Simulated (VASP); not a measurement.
# Ta (Im-3m) in VASP: a series of runs, part 2 of 2

VASP 6.6.1.

## Step 5: Relaxation of cell and atoms, PBE, target pressure 20 GPa, at which the enthalpy is minimised

This run uses another cell than the first one, of 18.01 Å³/atom, 0.985 times its volume.

INCAR reads:

```
PREC = Accurate
ENCUT = 600
EDIFF = 1E-6
ISMEAR = -1
SIGMA = 0.1
LREAL = False
LASPH = True
NELM = 60
ALGO = Normal
ISIF = 3
LWAVE = False
LCHARG = False
GGA = PE
IBRION = 2
NSW = 80
EDIFFG = -0.05
PSTRESS = 200.0
```

KPOINTS reads:

```
regular mesh
0
Gamma
  14 14 14
```

POSCAR reads:

```
Ta
1.0
   -1.6512800000      1.6512800000      1.6512800000
    1.6512800000     -1.6512800000      1.6512800000
    1.6512800000      1.6512800000     -1.6512800000
Ta
1
Direct
    0.0000000000      0.0000000000      0.0000000000
```

Potentials or basis: VASP PAW PBE potentials, release 64 (Ta_pv).

Launch:

```bash
$ cat potpaw_PBE.64/Ta_pv/POTCAR > POTCAR
$ mpirun -np 1 vasp_std > vasp.out
```

OUTCAR:

```text
PREC = Accurate
   ENCUT = 600
   EDIFF = 1E-6
   ISMEAR = -1
   LREAL = False
   LASPH = True
   NELM = 60
   ISIF = 3
   GGA = PE
   IBRION = 2
   NSW = 80
   EDIFFG = -0.05
   PSTRESS = 200.0

 ion  position               nearest neighbor table
   1  0.000  0.000  0.000-

  LATTYP: Found a body centered cubic cell.
 ALAT       =     3.3025600000

  Lattice vectors:

 A1 = (  -1.6512800000,   1.6512800000,   1.6512800000)
 A2 = (   1.6512800000,  -1.6512800000,   1.6512800000)
 A3 = (   1.6512800000,   1.6512800000,  -1.6512800000)

Analysis of symmetry for initial positions (statically):
=====================================================================
 Subroutine PRICEL returns:
 Original cell was already a primitive cell.

 Routine SETGRP: Setting up the symmetry group for a
 body centered cubic supercell.

 Subroutine GETGRP returns: Found 48 space group operations
 (whereof 48 operations were pure point group operations)
 out of a pool of 48 trial point group operations.

The static configuration has the point symmetry O_h .

Analysis of symmetry for dynamics (positions and initial velocities):
=====================================================================
 Subroutine PRICEL returns:
 Original cell was already a primitive cell.

 Routine SETGRP: Setting up the symmetry group for a
 body centered cubic supercell.

 Subroutine GETGRP returns: Found 48 space group operations
 (whereof 48 operations were pure point group operations)
 out of a pool of 48 trial point group operations.

The dynamic configuration has the point symmetry O_h .

 Subroutine INISYM returns: Found 48 space group operations
 (whereof 48 operations are pure point group operations),
 and found     1 'primitive' translations

----------------------------------------------------------------------------------------
[... 116 lines left out ...]
   GGA     = PE    functional components
   LHFCALC =     F    Hartree Fock is set to
   AEXX    =    0.0000 exact exchange contribution
   IVDW    =     0    specifies the selected vdW correction
   LEPSILON=     F    determine dielectric tensor
   LRPA    =     F    only Hartree local field effects (RPA)
 conjugate gradient relaxation of ions
 non-spin polarized calculation
  energy-cutoff  :      600.00
  volume of cell :       18.01
 maximum number of plane-waves:       616
   NGX = 11   NGY = 11   NGZ = 11

--------------------------------------- Ionic step        1  -------------------------------------------

 number of electron      11.0000002 magnetization

 Free energy of the ion-electron system (eV)
  ---------------------------------------------------
  ext. energy  EPLUGINS =         0.00000000
  ---------------------------------------------------
  free energy    TOTEN  =       -11.83444634 eV

  energy without entropy =      -11.79565676  energy(sigma->0) =      -11.81505155

------------------------ aborting loop because EDIFF is reached ----------------------------------------

  FORCE on cell =-STRESS in cart. coord.  units (eV):
  Direction    XX          YY          ZZ          XY          YZ          ZX
  --------------------------------------------------------------------------------------
  -------------------------------------------------------------------------------------
  Total        0.3696805      0.3696805      0.3696805     -0.0000000     -0.0000000      0.0000000
  in kB       32.8862951     32.8862951     32.8862951     -0.0000000     -0.0000000      0.0000000
  external PRESSURE =    -167.1137049 kB  Pullay stress =     200.0000000 kB
[... 98 lines left out ...]
--------------------------------------- Ionic step        4  -------------------------------------------

 number of electron      10.9999998 magnetization

 Free energy of the ion-electron system (eV)
  ---------------------------------------------------
  ext. energy  EPLUGINS =         0.00000000
  ---------------------------------------------------
  free energy    TOTEN  =       -11.75242944 eV

  energy without entropy =      -11.71485868  energy(sigma->0) =      -11.73364406

 E-fermi :   6.0569     XC(G=0): -12.9716

 val. band max:        6.0464398001   @ k =  -0.3571   0.3571   0.0714
 cond. band min:       6.0863668976   @ k =   0.2143   0.0000   0.0000
 fundamental gap:      0.0399270976
 Fermi energy:         6.0568744195

 k-point     1 :       0.0000    0.0000    0.0000
  band No.  band energies     occupation
      1     -26.7423      2.00000
      2     -26.7423      2.00000
      3     -26.7423      2.00000
      4      -2.1185      2.00000
      5       6.7830      0.00140
      6       6.7830      0.00140
      7       6.7830      0.00140
      8      10.3042      0.00000
      9      10.3042      0.00000
[... 265 lines left out ...]
 k-point    24 :       0.3571    0.2857    0.0000
  band No.  band energies     occupation
      1     -27.8681      2.00000
      2     -27.6445      2.00000
      3     -26.9264      2.00000
      4       3.2849      2.00000
      5       4.7178      2.00000
      6       5.3689      1.99794
      7      10.5857      0.00000
      8      11.2283      0.00000
      9      15.8415      0.00000

 [... further k-points ...]
[... 5 lines left out ...]
  --------------------------------------------------------------------------------------
  -------------------------------------------------------------------------------------
  Total        2.0714754      2.0714754      2.0714754     -0.0000000      0.0000000      0.0000000
  in kB      197.2862636    197.2862636    197.2862636     -0.0000000      0.0000000      0.0000000
  external PRESSURE =      -2.7137364 kB  Pullay stress =     200.0000000 kB
[... 20 lines left out ...]
  energy  without entropy=      -11.7148586839  energy(sigma->0) =      -11.73364406

  enthalpy is  TOTEN    =        -9.6524602009 eV   P V=        2.0999692366

 reached required accuracy - stopping structural energy minimisation
```

OSZICAR:

```text
N       E                     dE             d eps       ncg     rms          rms(c)
DAV:   1     0.513020623739E+02    0.51302E+02   -0.72244E+03  1872   0.131E+03
DAV:   2    -0.115708909983E+02   -0.62873E+02   -0.61923E+02  2408   0.265E+02
DAV:   3    -0.122861390373E+02   -0.71525E+00   -0.69668E+00  2181   0.277E+01
[... 28 lines left out ...]
DAV:   1    -0.117542722092E+02    0.91782E-02   -0.62480E-02  1906   0.370E+00    0.419E-01
DAV:   2    -0.117527679314E+02    0.15043E-02   -0.19858E-03  1906   0.584E-01    0.144E-01
DAV:   3    -0.117524191480E+02    0.34878E-03   -0.11190E-03  1944   0.421E-01    0.543E-02
DAV:   4    -0.117524293831E+02   -0.10235E-04   -0.14318E-05  2163   0.446E-02    0.527E-03
DAV:   5    -0.117524294374E+02   -0.54328E-07   -0.12621E-06  1206   0.138E-02
   4 F= -.96524602E+01 E0= -.96336748E+01  d E =-.662481E-01
```

CONTCAR:

```text
Ta
   1.00000000000000
    -1.6141523002200973    1.6141523002200973    1.6141523002200973
     1.6141523002200973   -1.6141523002200973    1.6141523002200973
     1.6141523002200973    1.6141523002200973   -1.6141523002200973
  Ta
     1
Direct
     1.0000000000000000    1.0000000000000000    1.0000000000000000

  0.00000000E+00  0.00000000E+00  0.00000000E+00
```

Run time: 39 s. Hardware: 1 thread of Intel Xeon Platinum 8488C (Sapphire Rapids), shared host; peak memory 0.16 GiB.

Results:

```
Free energy                                            : -11.7524 eV
Relaxed volume                                         : 16.82 Å³/atom
Relaxed cell                                           : a = 2.796 Å, b = 2.796 Å, c = 2.796 Å, α = 109.47°, β = 109.47°, γ = 109.47°
Space group after relaxing (to 0.05 Å)                 : Im-3m (No. 229)
Energy change on relaxing (the enthalpy is what falls) : +82.0 meV/atom
Ionic steps                                            : 4
Pressure after relaxing                                : 19.7 GPa
```

Step by step:
```
step  energy change (eV)  largest force (eV/Å)  pressure (GPa)  volume (Å³)
   1              0.0000                0.0000            3.29        18.01
   2              1.2218                0.0000          103.74        13.54
   3              0.0710                0.0000           18.23        16.92
   4              0.0820                0.0000           19.73        16.82
```

Final structure:
```xyz
1
Lattice="-1.6142 1.6142 1.6142 1.6142 -1.6142 1.6142 1.6142 1.6142 -1.6142" Properties=species:S:1:pos:R:3 pbc="T T T"
Ta    1.6142    1.6142    1.6142
```

Caveat: the cell is relaxed towards a set pressure, so the enthalpy falls and the energy may rise; spin-orbit coupling is left out, which moves the levels of the heavy elements.

## Step 6: Relaxation of cell and atoms, PBE, target pressure 30 GPa, at which the enthalpy is minimised

This run uses another cell than the first one, of 18.01 Å³/atom, 0.985 times its volume.

INCAR reads:

```
ALGO = Normal
EDIFF = 1E-6
EDIFFG = -0.05
ENCUT = 600
GGA = PE
IBRION = 2
ISIF = 3
ISMEAR = -1
LASPH = T
LCHARG = F
LREAL = F
LWAVE = F
NELM = 100
NSW = 80
PREC = Accurate
PSTRESS = 300.0
SIGMA = 0.1
```

KPOINTS reads:

```
k-points
0
Gamma
  14 14 14
```

POSCAR is that of step 5.

Potentials or basis: VASP PAW PBE potentials, release 64 (Ta_pv).

Launch:

```bash
$ cat potpaw_PBE.64/Ta_pv/POTCAR > POTCAR
$ mpirun -np 1 vasp_std > vasp.out
```

It took 48 s on 1 thread of Intel Xeon Platinum 8488C (Sapphire Rapids), shared host; peak memory 0.16 GiB.

It converged, with:

```yaml
Free_energy: -11.6617 eV
Relaxed_volume: 16.23 Å³/atom
Relaxed_cell: a = 2.763 Å, b = 2.763 Å, c = 2.763 Å, α = 109.47°, β = 109.47°, γ = 109.47°
Space_group_after_relaxing_to_0.05_Å: Im-3m (No. 229)
Energy_change_on_relaxing_the_enthalpy_is_what_falls: +172.8 meV/atom
Ionic_steps: 5
Pressure_after_relaxing: 30.0 GPa
```

The path:
```tsv
step	energy change (eV)	largest force (eV/Å)	pressure (GPa)	volume (Å³)
1	0.0000	0.0000	3.29	18.01
2	3.5072	0.0000	234.63	11.26
3	0.1311	0.0000	25.60	16.47
4	0.1615	0.0000	28.85	16.30
5	0.1728	0.0000	29.99	16.23
```

Final structure:
```cif
data_structure
_symmetry_space_group_name_H-M 'P 1'
_symmetry_Int_Tables_number 1
_cell_length_a 2.7628
_cell_length_b 2.7628
_cell_length_c 2.7628
_cell_angle_alpha 109.471
_cell_angle_beta 109.471
_cell_angle_gamma 109.471
_cell_volume 16.23
loop_
_atom_site_label
_atom_site_type_symbol
_atom_site_fract_x
_atom_site_fract_y
_atom_site_fract_z
_atom_site_occupancy
Ta1 Ta 0.00000 0.00000 0.00000 1
```

Levels at points of the mesh, in eV from the Fermi level:
| k point | band 1 | band 2 | band 3 | band 4 | band 5 | band 6 | band 7 | band 8 | band 9 |
| --- | --- | --- | --- | --- | --- | --- | --- | --- | --- |
| (0.00, 0.00, 0.00) | -32.65 | -32.65 | -32.65 | -8.30 | 0.72 | 0.72 | 0.72 | 4.37 | 4.37 |
| (0.50, 0.00, 0.00) | -34.29 | -33.17 | -32.67 | -4.87 | -1.88 | 2.14 | 4.34 | 5.49 | 8.87 |
| (0.50, 0.50, 0.50) | -33.78 | -33.78 | -33.78 | -4.47 | -4.47 | 7.72 | 7.72 | 7.72 | 9.68 |

Caveat: the cell is relaxed towards a set pressure, so the enthalpy falls and the energy may rise; spin-orbit coupling is left out, which moves the levels of the heavy elements.

## Step 7: Relaxation of cell and atoms, PBE, target pressure 40 GPa, at which the enthalpy is minimised

This run uses another cell than the first one, of 18.01 Å³/atom, 0.985 times its volume.

INCAR reads:

```
PREC = Accurate
ENCUT = 600
EDIFF = 1E-6
ISMEAR = -1
SIGMA = 0.1
LREAL = False
LASPH = True
NELM = 60
ALGO = Normal
ISIF = 3
LWAVE = False
LCHARG = False
GGA = PE
IBRION = 2
NSW = 80
EDIFFG = -0.05
PSTRESS = 400.0
```

KPOINTS reads:

```
regular mesh
0
Gamma
  14 14 14
```

POSCAR is that of step 6.

Launch:

```bash
$ cat potpaw_PBE.64/Ta_pv/POTCAR > POTCAR
$ mpirun -np 1 vasp_std > vasp.out
```

Run time: 48 s. Hardware: 1 thread of Intel Xeon Platinum 8488C (Sapphire Rapids), shared host; peak memory 0.17 GiB.

Results (log left out):

```yaml
Free_energy: -11.5534 eV
Relaxed_volume: 15.74 Å³/atom
Relaxed_cell: a = 2.734 Å, b = 2.734 Å, c = 2.734 Å, α = 109.47°, β = 109.47°, γ = 109.47°
Space_group_after_relaxing_to_0.05_Å: Im-3m (No. 229)
Energy_change_on_relaxing_the_enthalpy_is_what_falls: +281.0 meV/atom
Ionic_steps: 5
Pressure_after_relaxing: 40.0 GPa
```

Step by step:
| step | energy change (eV) | largest force (eV/Å) | pressure (GPa) | volume (Å³) |
| --- | --- | --- | --- | --- |
| 1 | 0.0000 | 0.0000 | 3.29 | 18.01 |
| 2 | 7.8679 | 0.0000 | 495.22 | 9.25 |
| 3 | 0.1938 | 0.0000 | 32.04 | 16.13 |
| 4 | 0.2455 | 0.0000 | 36.88 | 15.89 |
| 5 | 0.2810 | 0.0000 | 39.99 | 15.74 |

Final structure:
```xyz
1
Lattice="-1.5787 1.5787 1.5787 1.5787 -1.5787 1.5787 1.5787 1.5787 -1.5787" Properties=species:S:1:pos:R:3 pbc="T T T"
Ta    0.0000    0.0000    0.0000
```

Levels at points of the mesh, in eV from the Fermi level:
| k point | band 3 | band 4 | band 5 | band 6 | band 7 | band 8 |
| --- | --- | --- | --- | --- | --- | --- |
| (0.00, 0.00, 0.00) | -32.53 | -8.41 | 0.71 | 0.71 | 0.71 | 4.48 |
| (0.50, 0.00, 0.00) | -32.54 | -5.03 | -1.99 | 2.33 | 4.48 | 5.67 |
| (0.50, 0.50, 0.50) | -33.76 | -4.69 | -4.69 | 8.00 | 8.00 | 8.00 |

Caveat: the cell is relaxed towards a set pressure, so the enthalpy falls and the energy may rise; spin-orbit coupling is left out, which moves the levels of the heavy elements.

## Step 8: Overview

```csv
task,cell,cutoff (eV),gap on the mesh (eV),pressure (GPa)
single point,"a = 2.875 Å, angles 109.5°, 1 atom",520,none,0.1
relaxation of cell and atoms,"relaxed from a = 2.860 Å, angles 109.5°, 1 atom",600,none,0.0
relaxation of cell and atoms,"relaxed to 10 GPa from a = 2.860 Å, angles 109.5°, 1 atom",600,none,9.8
relaxation of cell and atoms,"relaxed to 20 GPa from a = 2.860 Å, angles 109.5°, 1 atom",600,none,19.7
relaxation of cell and atoms,"relaxed to 30 GPa from a = 2.860 Å, angles 109.5°, 1 atom",600,none,30.0
relaxation of cell and atoms,"relaxed to 40 GPa from a = 2.860 Å, angles 109.5°, 1 atom",600,none,40.0
```

Alike in all rows: level PBE; potentials or basis VASP PAW PBE potentials, release 64 (Ta_pv); no spin polarisation; k mesh 14 × 14 × 14; smearing fermi-dirac 0.1 eV.

Caveats: spin-orbit coupling is left out, which moves the levels of the heavy elements; the cell is relaxed towards a set pressure, so the enthalpy falls and the energy may rise (some runs).

Absolute energies hang on the potentials; compare differences alone.
